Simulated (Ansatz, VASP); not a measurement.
**Two plane-wave programs on C**

Contents of INCAR:

```
SYSTEM = C
PREC = Accurate
ENCUT = 520
EDIFF = 1E-6
ISMEAR = 0
SIGMA = 0.03
LREAL = .FALSE.
LASPH = .TRUE.
NELM = 100
ALGO = Normal
ISIF = 2
LWAVE = .FALSE.
LCHARG = .FALSE.
GGA = PS
IVDW = 12
NBANDS = 11
```

File KPOINTS:

```
Automatic mesh
0
G
  18 18 18
  0 0 0
```

Contents of POSCAR:

```
C
1.0
    0.0000000000      2.0854227815      3.4614962978
    1.2048163116      0.0000000000      3.4614962978
    1.2048163116      2.0854227815      0.0000000000
C
2
Direct
    0.1667066167      0.8332933833      0.1667066167
    0.8332933833      0.1667066167      0.8332933833
```

Input for Ansatz:

```yaml
crystal:
  lattice:
    - [0.0, 2.0854227815, 3.4614962978]
    - [1.2048163116, 0.0, 3.4614962978]
    - [1.2048163116, 2.0854227815, 0.0]
  atoms:
    - { symbol: C, position: [0.1667066167, 0.8332933833, 0.1667066167] }
    - { symbol: C, position: [0.8332933833, 0.1667066167, 0.8332933833] }
basis:
  ecutwfc: 520.0
kpoints:
  mp_grid: { grid: [18, 18, 18] }
hamiltonian:
  xc: pbesol
  pseudopotentials: { kind: paw, azcp: { folder: soft_1 } }
  dispersion: d3bj
scf:
  occupations: { method: gaussian, width: 0.03 }
output:
  forces: true
  stress: true
  eigenvalues: true
```

Change from the starting cell: volume 8.697 Å^3 an atom, stretch along c over the lengths across it, relative to the relaxed cell 1.0625.

Alike in both runs: task single point; functional PBEsol; dispersion D3(BJ); k mesh 18 × 18 × 18; occupations gaussian, width 0.03 eV; no spin polarisation.

|  | VASP | Ansatz |
| --- | --- | --- |
| version | VASP 6.6.1 | Ansatz 0.2.0 |
| potentials or method | VASP PAW PBE potentials, release 64 (C), cutoff 520 eV | scalar-relativistic, plane waves, PAW |
| valence electrons in the cell | 8 | 8 |

|  | VASP | Ansatz | Ansatz less VASP |
| --- | --- | --- | --- |
| gap on the k mesh at the Fermi level (eV) | 0.06 | 0.06 | 0.000 |
| least direct gap on the mesh (eV) | 0.12 | 0.12 | 0.000 |
| pressure (GPa) | 19.3 | 18.6 | -0.75 |
| traceless stress, the component that is largest in VASP (GPa) | -20.66 | -19.82 | +0.848 |

VASP's potentials were made for PBE, not for PBEsol, and Ansatz warns of the same on its side.
